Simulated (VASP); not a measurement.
# SrPr3Hg (Pm-3m) in VASP: single point with PBE

Aim: the single point of SrPr3Hg with PBE.

All numbers are computed with VASP 6.6.1; they aren't measurements. Logs are shortened: lines on timing, memory, paths and dates and some standing lists are left out, and cuts for length are marked.

**1. The cell of the first run**

Symmetry: Pm-3m, No. 221, cubic system. Conventional cell: a = 5.343 Å, b = 5.343 Å, c = 5.343 Å, α = 90.00°, β = 90.00°, γ = 90.00°. Within 5.0 Å of Sr (site symmetry m-3m) lie 12 Pr at 3.78 Å and 8 Hg at 4.63 Å. Pr (site symmetry 4/mmm) has 2 Hg at 2.67 Å within 3.5 Å. Within 3.5 Å of Hg (site symmetry m-3m) lie 6 Pr at 2.67 Å.

**2. Single point, PBE**

Input file INCAR:

```
SYSTEM = SrPr3Hg
  ALGO = Normal
  EDIFF = 1E-6
  ENCUT = 520
  GGA = PE
  ISIF = 2
  ISMEAR = 0
  LASPH = .TRUE.
  LCHARG = .FALSE.
  LREAL = .FALSE.
  LWAVE = .FALSE.
  NBANDS = 38
  NELM = 100
  PREC = Accurate
  SIGMA = 0.1
```

Input file KPOINTS:

```
k-points
0
G
  4 4 4
  0 0 0
```

Input file POSCAR:

```
SrPr3Hg
1.0
    5.3427393600      0.0000000000      0.0000000000
    0.0000000000      5.3427393600      0.0000000000
    0.0000000000      0.0000000000      5.3427393600
Sr Pr Hg
1 3 1
Direct
    0.0000000000      0.0000000000      0.0000000000
    0.0000000000      0.5000000000      0.5000000000
    0.5000000000      0.0000000000      0.5000000000
    0.5000000000      0.5000000000      0.0000000000
    0.5000000000      0.5000000000      0.5000000000
```

Potentials or basis: VASP PAW PBE potentials, release 64 (Sr_sv, Pr, Hg).

Command:

```console
> cat potpaw_PBE.64/Sr_sv/POTCAR potpaw_PBE.64/Pr/POTCAR potpaw_PBE.64/Hg/POTCAR > POTCAR
> mpirun -np 1 vasp_std > vasp.out
```

OUTCAR:

```text
SYSTEM = SrPr3Hg
   EDIFF = 1E-6
   ENCUT = 520
   GGA = PE
   ISIF = 2
   ISMEAR = 0
   LASPH = .TRUE.
   LREAL = .FALSE.
   NELM = 100
   PREC = Accurate

 ion  position               nearest neighbor table
   1  0.000  0.000  0.000-   2 3.78   3 3.78   4 3.78   2 3.78   3 3.78   2 3.78   4 3.78   2 3.78
                             3 3.78   4 3.78   3 3.78   4 3.78
   2  0.000  0.500  0.500-   5 2.67   5 2.67   1 3.78   1 3.78   1 3.78   1 3.78
   3  0.500  0.000  0.500-   5 2.67   5 2.67   1 3.78   1 3.78   1 3.78   1 3.78
   4  0.500  0.500  0.000-   5 2.67   5 2.67   1 3.78   1 3.78   1 3.78   1 3.78
   5  0.500  0.500  0.500-   2 2.67   3 2.67   4 2.67   4 2.67   3 2.67   2 2.67

  LATTYP: Found a simple cubic cell.
 ALAT       =     5.3427393600

  Lattice vectors:

 A1 = (   5.3427393600,   0.0000000000,   0.0000000000)
 A2 = (   0.0000000000,   5.3427393600,   0.0000000000)
 A3 = (   0.0000000000,   0.0000000000,   5.3427393600)

Analysis of symmetry for initial positions (statically):
=====================================================================
 Subroutine PRICEL returns:
 Original cell was already a primitive cell.

 Routine SETGRP: Setting up the symmetry group for a
 simple cubic supercell.

 Subroutine GETGRP returns: Found 48 space group operations
 (whereof 48 operations were pure point group operations)
 out of a pool of 48 trial point group operations.

The static configuration has the point symmetry O_h .

Analysis of symmetry for dynamics (positions and initial velocities):
=====================================================================
 Subroutine PRICEL returns:
 Original cell was already a primitive cell.

 Routine SETGRP: Setting up the symmetry group for a
 simple cubic supercell.

 Subroutine GETGRP returns: Found 48 space group operations
 (whereof 48 operations were pure point group operations)
 out of a pool of 48 trial point group operations.

The dynamic configuration has the point symmetry O_h .

 Subroutine INISYM returns: Found 48 space group operations
 (whereof 48 operations are pure point group operations),
 and found     1 'primitive' translations

----------------------------------------------------------------------------------------

                                     Primitive cell

  volume of cell :     152.5078

  direct lattice vectors                    reciprocal lattice vectors
     5.342739360  0.000000000  0.000000000     0.187169902  0.000000000  0.000000000
     0.000000000  5.342739360  0.000000000     0.000000000  0.187169902  0.000000000
     0.000000000  0.000000000  5.342739360     0.000000000  0.000000000  0.187169902

  length of vectors
     5.342739360  5.342739360  5.342739360     0.187169902  0.187169902  0.187169902

  position of ions in fractional coordinates (direct lattice)
     0.000000000  0.000000000  0.000000000
     0.000000000  0.500000000  0.500000000
     0.500000000  0.000000000  0.500000000
     0.500000000  0.500000000  0.000000000
     0.500000000  0.500000000  0.500000000

  ion indices of the primitive-cell ions
   primitive index   ion index
                 1           1
                 2           2
                 3           3
                 4           4
                 5           5

----------------------------------------------------------------------------------------

 KPOINTS: k-points

Automatic generation of k-mesh.
 Grid dimensions read from file:
 generate k-points for:    4    4    4

 Generating k-lattice:

  Cartesian coordinates                     Fractional coordinates (reciprocal lattice)
     0.046792475  0.000000000  0.000000000     0.250000000  0.000000000  0.000000000
     0.000000000  0.046792475  0.000000000     0.000000000  0.250000000  0.000000000
     0.000000000  0.000000000  0.046792475     0.000000000  0.000000000  0.250000000

  Length of vectors
     0.046792475  0.046792475  0.046792475

  Shift w.r.t. Gamma in fractional coordinates (k-lattice)
     0.000000000  0.000000000  0.000000000

 Subroutine IBZKPT returns following result:
 ===========================================

 Found     10 irreducible k-points:

 Following reciprocal coordinates:
            Coordinates               Weight
  0.000000  0.000000  0.000000      1.000000
  0.250000  0.000000  0.000000      6.000000
  0.500000  0.000000  0.000000      3.000000
  0.250000  0.250000  0.000000     12.000000
  0.500000  0.250000  0.000000     12.000000
  0.500000  0.500000  0.000000      3.000000
  0.250000  0.250000  0.250000      8.000000
  0.500000  0.250000  0.250000     12.000000
  0.500000  0.500000  0.250000      6.000000
  0.500000  0.500000  0.500000      1.000000
   k-points           NKPTS =     10   k-points in BZ     NKDIM =     10   number of bands    NBANDS=     38
   number of dos      NEDOS =    301   number of ions     NIONS =      5
   total plane-waves  NPLWV =  64000
   dimension x,y,z NGX =    40 NGY =   40 NGZ =   40
   dimension x,y,z NGXF=    80 NGYF=   80 NGZF=   80
   ions per type =               1   3   1
   NGX,Y,Z   is equivalent  to a cutoff of  12.45, 12.45, 12.45 a.u.
   NGXF,Y,Z  is equivalent  to a cutoff of  24.89, 24.89, 24.89 a.u.
 SYSTEM =  SrPr3Hg
   PREC   = accura    normal or accurate (medium, high low for compatibility)
   ISTART =      0    job   : 0-new  1-cont  2-samecut
   ICHARG =      2    charge: 1-file 2-atom 10-const
   ISPIN  =      1    spin polarized calculation?
   LNONCOLLINEAR =      F non collinear calculations
   LSORBIT =      F    spin-orbit coupling
   LASPH  =      T    aspherical Exc in radial PAW
   ENCUT  =  520.0 eV  38.22 Ry    6.18 a.u.   9.93  9.93  9.93*2*pi/ulx,y,z
   NELM   =    100;   NELMIN=  2; NELMDL= -5     # of ELM steps
   EDIFF  = 0.1E-05   stopping-criterion for ELM
   LREAL  =      F    real-space projection
   EDIFFG = 0.1E-04   stopping-criterion for IOM
   NSW    =      0    number of steps for IOM
   IBRION =     -1    ionic relax: 0-MD 1-quasi-New 2-CG
   NFREE  =      0    steps in history (QN), initial steepest desc. (CG)
   ISIF   =      2    stress and relaxation
   ISYM   =      2    0-nonsym 1-usesym 2-fastsym
   POTIM  = 0.5000    time-step for ionic-motion
   TEBEG  =    0.0;   TEEND  =   0.0 temperature during run
   PSTRESS=    0.0 pullay stress
   NELECT =      61.0000    total number of electrons
   NUPDOWN=      -1.0000    fix difference up-down
   EMIN   =  10.00;   EMAX   =-10.00  energy-range for DOS
   EFERMI =   0.00;   METHOD = LEGACY
   ISMEAR =     0;   SIGMA  =   0.10  broadening in eV -4-tet -1-fermi 0-gaus
   EFERMI_NEDOS =   21; number of points for ismear=-14 and -15
   IALGO  =     38    algorithm
   IMIX   =      4    mixing-type and parameters
     AMIX     =   0.40;   BMIX     =  1.00
     AMIX_MAG =   1.60;   BMIX_MAG =  1.00
  volume/ion in A,a.u.               =      30.50       205.83
  Fermi-wavevector in a.u.,A,eV,Ry     =   1.206204  2.279395 19.795501  1.454928
  Thomas-Fermi vector in A             =   2.341878
   LORBIT       =      0    0 simple, 1 ext, 2 COOP (PROOUT), +10 PAW based schemes
   GGA     = PE    functional components
   LHFCALC =     F    Hartree Fock is set to
   AEXX    =    0.0000 exact exchange contribution
   IVDW    =     0    specifies the selected vdW correction
   LEPSILON=     F    determine dielectric tensor
   LRPA    =     F    only Hartree local field effects (RPA)
 non-spin polarized calculation
 Gauss-broadening in eV      SIGMA  =   0.10
  energy-cutoff  :      520.00
  volume of cell :      152.51
 maximum number of plane-waves:      4130
 NGX is ok and might be reduce to    40
   NGX = 19   NGY = 19   NGZ = 19

 number of electron      61.0000009 magnetization

 Free energy of the ion-electron system (eV)
  ---------------------------------------------------
  ext. energy  EPLUGINS =         0.00000000
  ---------------------------------------------------
  free energy    TOTEN  =       -12.47875298 eV

  energy without entropy =      -12.26944284  energy(sigma->0) =      -12.37409791

 E-fermi :   5.5453     XC(G=0): -10.0258

 val. band max:        5.5424022008   @ k =   0.2500   0.2500   0.0000
 cond. band min:       5.5550729215   @ k =   0.5000   0.2500   0.0000
 fundamental gap:      0.0126707207
 Fermi energy:         5.5452833730

 k-point     1 :       0.0000    0.0000    0.0000
  band No.  band energies     occupation
      1     -30.3931      2.00000
      2     -30.2678      2.00000
      3     -30.2678      2.00000
      4     -29.8486      2.00000
      5     -12.9884      2.00000
      6     -12.9884      2.00000
[... 30 lines left out ...]
     37       5.6917      0.03838
     38       5.6919      0.03810

 k-point     2 :       0.2500    0.0000    0.0000
  band No.  band energies     occupation
      1     -30.3744      2.00000
      2     -30.2782      2.00000
      3     -30.2677      2.00000
      4     -29.8500      2.00000
      5     -13.0529      2.00000
      6     -12.9371      2.00000
[... 30 lines left out ...]
     37       5.6923      0.03755
     38       5.7176      0.01483

 k-point     3 :       0.5000    0.0000    0.0000
  band No.  band energies     occupation
      1     -30.3485      2.00000
      2     -30.2957      2.00000
      3     -30.2675      2.00000
      4     -29.8515      2.00000
      5     -13.1450      2.00000
      6     -12.8704      2.00000
[... 30 lines left out ...]
     37       5.6931      0.03652
     38       5.7400      0.00590

 k-point     4 :       0.2500    0.2500    0.0000
  band No.  band energies     occupation
      1     -30.3574      2.00000
      2     -30.2807      2.00000
      3     -30.2737      2.00000
      4     -29.8512      2.00000
      5     -13.1694      2.00000
      6     -12.8934      2.00000
[... 30 lines left out ...]
     37       5.7143      0.01683
     38       5.7304      0.00885
[... 129 lines left out ...]
      4     -29.8528      2.00000
      5     -13.4278      2.00000
      6     -12.8448      2.00000
[... 30 lines left out ...]
     37       5.7407      0.00571
     38       5.7624      0.00214

 k-point     9 :       0.5000    0.5000    0.2500
  band No.  band energies     occupation
      1     -30.3005      2.00000
      2     -30.2933      2.00000
      3     -30.2933      2.00000
      4     -29.8532      2.00000
      5     -13.5680      2.00000
      6     -12.8344      2.00000
[... 30 lines left out ...]
     37       5.7697      0.00150
     38       5.7754      0.00113

 k-point    10 :       0.5000    0.5000    0.5000
  band No.  band energies     occupation
      1     -30.2930      2.00000
      2     -30.2930      2.00000
      3     -30.2930      2.00000
      4     -29.8531      2.00000
      5     -13.7075      2.00000
      6     -12.8338      2.00000
[... 30 lines left out ...]
     37       5.7887      0.00058
     38       5.7906      0.00052

------------------------ aborting loop because EDIFF is reached ----------------------------------------

  FORCE on cell =-STRESS in cart. coord.  units (eV):
  Direction    XX          YY          ZZ          XY          YZ          ZX
  --------------------------------------------------------------------------------------
  -------------------------------------------------------------------------------------
  Total       16.5361338     16.5361338     16.5361338      0.0000000      0.0000000     -0.0000000
  in kB      173.7211100    173.7211100    173.7211100      0.0000000      0.0000000     -0.0000000
  external PRESSURE =     173.7211100 kB  Pullay stress =       0.0000000 kB

 VOLUME and BASIS-vectors are now :
 -----------------------------------------------------------------------------
  energy-cutoff  :      520.00
  volume of cell :      152.51
      direct lattice vectors                 reciprocal lattice vectors
     5.342739360  0.000000000  0.000000000     0.187169902  0.000000000  0.000000000
     0.000000000  5.342739360  0.000000000     0.000000000  0.187169902  0.000000000
     0.000000000  0.000000000  5.342739360     0.000000000  0.000000000  0.187169902

 POSITION                                       TOTAL-FORCE (eV/Angst)
 -----------------------------------------------------------------------------------
      0.00000      0.00000      0.00000         0.000000      0.000000      0.000000
      0.00000      2.67137      2.67137         0.000000      0.000000      0.000000
      2.67137      0.00000      2.67137         0.000000      0.000000      0.000000
      2.67137      2.67137      0.00000         0.000000      0.000000      0.000000
      2.67137      2.67137      2.67137         0.000000      0.000000      0.000000
 -----------------------------------------------------------------------------------
    total drift:                                0.000000     -0.000000     -0.000000

  FREE ENERGIE OF THE ION-ELECTRON SYSTEM (eV)
  ---------------------------------------------------
  free  energy   TOTEN  =       -12.4787529844 eV

  energy  without entropy=      -12.2694428429  energy(sigma->0) =      -12.37409791
```

Wall time 4.3 min (1 thread of Intel Xeon Platinum 8559C (Emerald Rapids), shared host); peak memory 0.28 GiB.

Results:

| Property | Result |
| --- | --- |
| Free energy | -12.4788 eV |
| Pressure | 17.4 GPa |

Levels at points of the mesh, in eV from the Fermi level:
| k point | band 28 | band 29 | band 30 | band 31 | band 32 | band 33 |
| --- | --- | --- | --- | --- | --- | --- |
| (0.00, 0.00, 0.00) | -0.22 | -0.13 | -0.13 | -0.13 | -0.12 | 0.11 |
| (0.50, 0.00, 0.00) | -0.26 | -0.26 | 0.03 | 0.03 | 0.03 | 0.04 |
| (0.50, 0.50, 0.00) | -0.20 | -0.20 | -0.20 | -0.06 | 0.02 | 0.02 |
| (0.50, 0.50, 0.50) | 0.02 | 0.02 | 0.13 | 0.13 | 0.13 | 0.16 |

Caveat: spin-orbit coupling is left out, which moves the levels of the heavy elements; without U or exact exchange the open f shell lies at the Fermi level, which spoils levels, moments and volumes.
